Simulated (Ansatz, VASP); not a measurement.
WSe2 in VASP and in Ansatz

```
CELL_PARAMETERS angstrom
3.27025 0.00000 0.00000
-1.63513 2.83212 0.00000
0.00000 0.00000 16.66122
ATOMIC_POSITIONS crystal
W 0.00000 0.00000 0.03151
Se 0.33333 0.66667 0.10040
Se 0.33333 0.66667 0.89960
```

Alike in both runs: task single point; functional PBEsol; k mesh 12 × 12 × 2; occupations gaussian, width 0.05 eV; no spin polarisation.

```csv
,VASP,Ansatz
version,VASP 6.6.1,Ansatz 0.2.0
potentials or method,"VASP PAW PBE potentials, release 64 (W_sv, Se), cutoff 520 eV","scalar-relativistic, plane waves, PAW"
valence electrons in the cell,26,46
```

VASP gave:

- gap on the k mesh at the Fermi level (eV): none
- rms of the force components (eV/Å): 4.927

Task: Estimate Ansatz's values.

Result: gap on the k mesh at the Fermi level (eV): none; rms of the force components (eV/Å): 4.878.

VASP's potentials were made for PBE, not for PBEsol. Atom by atom the forces differ by 0.054 eV/Å (rms over components). A gap of «none» marks a metal or a gap that the smearing closes. VASP's potentials hold 26 valence electrons a cell and Ansatz's 46, so a difference there can come from the potentials and not from the codes.

Neither program's run includes spin-orbit coupling.
